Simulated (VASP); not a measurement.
# V in VASP: relaxation of the atoms with PBE

Aim: the relaxation of the atoms of V with PBE.

Everything below comes from runs of VASP 6.6.1. Logs are shortened: lines on timing, memory, paths and dates and some standing lists are left out, and cuts for length are marked.

### 1 The cell of the first run

The cell holds a slab with vacuum, 3 atoms: a = 2.997 Å, b = 2.997 Å, c = 18.997 Å, α = 90.00°, β = 90.00°, γ = 90.00°.

### 2 Relaxation of the atoms, PBE

The input, INCAR:

```
SYSTEM = V
  PREC = Accurate
  ENCUT = 520
  EDIFF = 1E-6
  ISMEAR = -1
  SIGMA = 0.05
  LREAL = .False.
  LASPH = .True.
  NELM = 100
  ALGO = Normal
  ISIF = 2
  LWAVE = .False.
  LCHARG = .False.
  LDIPOL = .True.
  IDIPOL = 3
  DIPOL = 0.5 0.5 0.500
  GGA = PE
  IBRION = 2
  NSW = 60
  EDIFFG = -0.01
```

The input, KPOINTS:

```
regular mesh
0
Gamma
  11 11 1
  0 0 0
```

The input, POSCAR:

```
V
1.0
    2.9970992482      0.0000000000      0.0000000000
    0.0000000000      2.9970992482      0.0000000000
    0.0000000000      0.0000000000     18.9971000000
V
3
Direct
    0.0000000000      0.0000000000      0.4211169271
    0.5000000000      0.5000000000      0.5000000000
    0.0000000000      0.0000000000      0.5788830729
```

Potentials or basis: VASP PAW PBE potentials, release 64 (V_sv).

Run with:

```
cat potpaw_PBE.64/V_sv/POTCAR > POTCAR
mpirun -np 1 vasp_std > vasp.out
```

OUTCAR:

```text
SYSTEM = V
   PREC = Accurate
   ENCUT = 520
   EDIFF = 1E-6
   ISMEAR = -1
   LREAL = .False.
   LASPH = .True.
   NELM = 100
   ISIF = 2
   GGA = PE
   IBRION = 2
   NSW = 60
   EDIFFG = -0.01

 ion  position               nearest neighbor table
   1  0.000  0.000  0.421-   2 2.60   2 2.60   2 2.60   2 2.60
   2  0.500  0.500  0.500-   1 2.60   3 2.60   1 2.60   3 2.60   1 2.60   3 2.60   1 2.60   3 2.60

   3  0.000  0.000  0.579-   2 2.60   2 2.60   2 2.60   2 2.60

  LATTYP: Found a simple tetragonal cell.
 ALAT       =     2.9970992482
 C/A-ratio  =     6.3384954674

  Lattice vectors:

 A1 = (   2.9970992482,   0.0000000000,   0.0000000000)
 A2 = (   0.0000000000,   2.9970992482,   0.0000000000)
 A3 = (   0.0000000000,   0.0000000000,  18.9971000000)

Analysis of symmetry for initial positions (statically):
=====================================================================
 Subroutine PRICEL returns:
 Original cell was already a primitive cell.

 Routine SETGRP: Setting up the symmetry group for a
 simple tetragonal supercell.

 Subroutine GETGRP returns: Found 16 space group operations
 (whereof 16 operations were pure point group operations)
 out of a pool of 16 trial point group operations.

The static configuration has the point symmetry D_4h.

Analysis of symmetry for dynamics (positions and initial velocities):
=====================================================================
 Subroutine PRICEL returns:
 Original cell was already a primitive cell.

 Routine SETGRP: Setting up the symmetry group for a
 simple tetragonal supercell.

 Subroutine GETGRP returns: Found 16 space group operations
 (whereof 16 operations were pure point group operations)
 out of a pool of 16 trial point group operations.

The dynamic configuration has the point symmetry D_4h.

 Subroutine INISYM returns: Found 16 space group operations
 (whereof 16 operations are pure point group operations),
 and found     1 'primitive' translations

----------------------------------------------------------------------------------------

                                     Primitive cell

  volume of cell :     170.6434

  direct lattice vectors                    reciprocal lattice vectors
     2.997099248  0.000000000  0.000000000     0.333655951  0.000000000  0.000000000
     0.000000000  2.997099248  0.000000000     0.000000000  0.333655951  0.000000000
     0.000000000  0.000000000 18.997100000     0.000000000  0.000000000  0.052639613

  length of vectors
     2.997099248  2.997099248 18.997100000     0.333655951  0.333655951  0.052639613

  position of ions in fractional coordinates (direct lattice)
     0.000000000  0.000000000  0.421116927
     0.500000000  0.500000000  0.500000000
     0.000000000  0.000000000  0.578883073

  ion indices of the primitive-cell ions
   primitive index   ion index
                 1           1
                 2           2
                 3           3

----------------------------------------------------------------------------------------

 KPOINTS: regular mesh

Automatic generation of k-mesh.
 Grid dimensions read from file:
 generate k-points for:   11   11    1

 Generating k-lattice:

  Cartesian coordinates                     Fractional coordinates (reciprocal lattice)
     0.030332359  0.000000000  0.000000000     0.090909091  0.000000000  0.000000000
     0.000000000  0.030332359  0.000000000     0.000000000  0.090909091  0.000000000
     0.000000000  0.000000000  0.052639613     0.000000000  0.000000000  1.000000000

  Length of vectors
     0.030332359  0.030332359  0.052639613

  Shift w.r.t. Gamma in fractional coordinates (k-lattice)
     0.000000000  0.000000000  0.000000000

 Subroutine IBZKPT returns following result:
 ===========================================

 Found     21 irreducible k-points:

 Following reciprocal coordinates:
            Coordinates               Weight
  0.000000  0.000000  0.000000      1.000000
  0.090909  0.000000  0.000000      4.000000
  0.181818  0.000000  0.000000      4.000000
  0.272727  0.000000  0.000000      4.000000
  0.363636  0.000000  0.000000      4.000000
  0.454545  0.000000  0.000000      4.000000
[... 13 lines left out ...]
  0.454545  0.363636  0.000000      8.000000
  0.454545  0.454545  0.000000      4.000000
   k-points           NKPTS =     21   k-points in BZ     NKDIM =     21   number of bands    NBANDS=     23
   number of dos      NEDOS =    301   number of ions     NIONS =      3
   total plane-waves  NPLWV =  82944
   dimension x,y,z NGX =    24 NGY =   24 NGZ =  144
   dimension x,y,z NGXF=    48 NGYF=   48 NGZF=  288
   ions per type =               3
   NGX,Y,Z   is equivalent  to a cutoff of  13.31, 13.31, 12.60 a.u.
   NGXF,Y,Z  is equivalent  to a cutoff of  26.63, 26.63, 25.20 a.u.
 SYSTEM =  V
   PREC   = accura    normal or accurate (medium, high low for compatibility)
   ISTART =      0    job   : 0-new  1-cont  2-samecut
   ICHARG =      2    charge: 1-file 2-atom 10-const
   ISPIN  =      1    spin polarized calculation?
   LNONCOLLINEAR =      F non collinear calculations
   LSORBIT =      F    spin-orbit coupling
   LASPH  =      T    aspherical Exc in radial PAW
   ENCUT  =  520.0 eV  38.22 Ry    6.18 a.u.   5.57  5.57 35.32*2*pi/ulx,y,z
   NELM   =    100;   NELMIN=  2; NELMDL= -5     # of ELM steps
   EDIFF  = 0.1E-05   stopping-criterion for ELM
   LREAL  =      F    real-space projection
   EDIFFG = -.1E-01   stopping-criterion for IOM
   NSW    =     60    number of steps for IOM
   IBRION =      2    ionic relax: 0-MD 1-quasi-New 2-CG
   NFREE  =      1    steps in history (QN), initial steepest desc. (CG)
   ISIF   =      2    stress and relaxation
   ISYM   =      2    0-nonsym 1-usesym 2-fastsym
   POTIM  = 0.5000    time-step for ionic-motion
   TEBEG  =    0.0;   TEEND  =   0.0 temperature during run
   PSTRESS=    0.0 pullay stress
   NELECT =      39.0000    total number of electrons
   NUPDOWN=      -1.0000    fix difference up-down
   EMIN   =  10.00;   EMAX   =-10.00  energy-range for DOS
   EFERMI =   0.00;   METHOD = LEGACY
   ISMEAR =    -1;   SIGMA  =   0.05  broadening in eV -4-tet -1-fermi 0-gaus
   EFERMI_NEDOS =   21; number of points for ismear=-14 and -15
   IALGO  =     38    algorithm
   IMIX   =      4    mixing-type and parameters
     AMIX     =   0.40;   BMIX     =  1.00
     AMIX_MAG =   1.60;   BMIX_MAG =  1.00
  volume/ion in A,a.u.               =      56.88       383.85
  Fermi-wavevector in a.u.,A,eV,Ry     =   1.000921  1.891467 13.630902  1.001843
  Thomas-Fermi vector in A             =   2.133309
   LORBIT       =      0    0 simple, 1 ext, 2 COOP (PROOUT), +10 PAW based schemes
   GGA     = PE    functional components
   LHFCALC =     F    Hartree Fock is set to
   AEXX    =    0.0000 exact exchange contribution
   IVDW    =     0    specifies the selected vdW correction
   LEPSILON=     F    determine dielectric tensor
   LRPA    =     F    only Hartree local field effects (RPA)
 conjugate gradient relaxation of ions
 non-spin polarized calculation
  energy-cutoff  :      520.00
  volume of cell :      170.64
 maximum number of plane-waves:      4631
 NGX is ok and might be reduce to    24
   NGX = 11   NGY = 11   NGZ = 71

--------------------------------------- Ionic step        1  -------------------------------------------

 number of electron      38.9999992 magnetization

 Free energy of the ion-electron system (eV)
  ---------------------------------------------------
  ext. energy  EPLUGINS =         0.00000000
  ---------------------------------------------------
  free energy    TOTEN  =       -23.97798577 eV

  energy without entropy =      -23.92830076  energy(sigma->0) =      -23.95314326

------------------------ aborting loop because EDIFF is reached ----------------------------------------

  FORCE on cell =-STRESS in cart. coord.  units (eV):
  Direction    XX          YY          ZZ          XY          YZ          ZX
  --------------------------------------------------------------------------------------
  -------------------------------------------------------------------------------------
  Total       -5.0624044     -5.0624044     -3.8349000      0.0000000     -0.0000000      0.0000000
  in kB      -47.5310994    -47.5310994    -36.0060154      0.0000000     -0.0000000      0.0000000
  external PRESSURE =     -43.6894047 kB  Pullay stress =       0.0000000 kB
[... 207 lines left out ...]
  energy  without entropy=      -24.2395725165  energy(sigma->0) =      -24.25302806

--------------------------------------- Ionic step        7  -------------------------------------------

 number of electron      38.9999997 magnetization

 dipolmoment           0.000000      0.000000      0.000000 electrons x Angstroem

 Free energy of the ion-electron system (eV)
  ---------------------------------------------------
  ext. energy  EPLUGINS =         0.00000000
  ---------------------------------------------------
  free energy    TOTEN  =       -24.26649950 eV

  energy without entropy =      -24.23966920  energy(sigma->0) =      -24.25308435

 E-fermi :  -0.3075     XC(G=0):  -4.1737

 val. band max:       -0.3320920313   @ k =   0.4545   0.2727   0.0000
 cond. band min:      -0.2617601710   @ k =   0.1818   0.1818   0.0000
 fundamental gap:      0.0703318603
 Fermi energy:        -0.3075101256

 k-point     1 :       0.0000    0.0000    0.0000
  band No.  band energies     occupation
      1     -64.5376      2.00000
      2     -64.4477      2.00000
      3     -63.8496      2.00000
      4     -38.5833      2.00000
      5     -38.3890      2.00000
      6     -38.3815      2.00000
[... 535 lines left out ...]
     22       0.9199      0.00000
     23       1.5077      0.00000

------------------------ aborting loop because EDIFF is reached ----------------------------------------

 vacuum level on the upper side and lower side of the slab       (xc-potential included)        -0.060        -0.060

  FORCE on cell =-STRESS in cart. coord.  units (eV):
  Direction    XX          YY          ZZ          XY          YZ          ZX
  --------------------------------------------------------------------------------------
  -------------------------------------------------------------------------------------
  Total       -1.7562122     -1.7562122     -0.0072169      0.0000000      0.0000000      0.0000000
  in kB      -16.4891406    -16.4891406     -0.0677598      0.0000000      0.0000000      0.0000000
  external PRESSURE =     -11.0153470 kB  Pullay stress =       0.0000000 kB

 VOLUME and BASIS-vectors are now :
 -----------------------------------------------------------------------------
  energy-cutoff  :      520.00
  volume of cell :      170.64
      direct lattice vectors                 reciprocal lattice vectors
     2.997099248  0.000000000  0.000000000     0.333655951  0.000000000  0.000000000
     0.000000000  2.997099248  0.000000000     0.000000000  0.333655951  0.000000000
     0.000000000  0.000000000 18.997100000     0.000000000  0.000000000  0.052639613
[... 9 lines left out ...]
  FREE ENERGIE OF THE ION-ELECTRON SYSTEM (eV)
  ---------------------------------------------------
  free  energy   TOTEN  =       -24.2664994958 eV

  energy  without entropy=      -24.2396691965  energy(sigma->0) =      -24.25308435

 reached required accuracy - stopping structural energy minimisation

 vacuum level on the upper side and lower side of the slab         3.333         3.333
```

It took 6.9 min on 1 thread of Intel Xeon Platinum 8375C at 2.90GHz (Ice Lake), shared host; peak memory 0.3 GiB.

Results:

```yaml
Free_energy: -24.2665 eV
Energy_gained_by_relaxing: 96.2 meV/atom
Ionic_steps: 7
Largest_force_after_relaxing: 0.005 eV/Å
Band_gap_on_the_k_mesh: zero (an odd number of electrons rules out a gap without spin polarisation)
```

Forces in eV/Å, atoms in the order of the input:
```
V    0.000  0.000 -0.005
V    0.000  0.000  0.000
V    0.000  0.000  0.005
```

The path:
```tsv
step	energy change (eV)	largest force (eV/Å)	pressure (GPa)
1	0.0000	1.2758	-4.37
2	-0.1448	1.0631	-3.45
3	-0.2594	0.6185	0.10
4	-0.2873	0.1067	-1.36
5	-0.2885	0.0193	-1.16
6	-0.2885	0.0132	-1.08
7	-0.2885	0.0048	-1.10
```

Final structure:
```
V
1.0
     2.99710    0.00000    0.00000
     0.00000    2.99710    0.00000
     0.00000    0.00000   18.99710
V
3
Direct
  0.00000 0.00000 0.43086
  0.50000 0.50000 0.50000
  0.00000 0.00000 0.56914
```

Levels at points of the mesh, in eV from the Fermi level:
```
           k point  band 16  band 17  band 18  band 19  band 20  band 21  band 22  band 23
(0.00, 0.00, 0.00)    -2.71    -0.90    -0.07    -0.04     0.17     0.33     0.33     0.39
```

The gap in the log of VASP goes by the Fermi energy; the results here count the filled bands.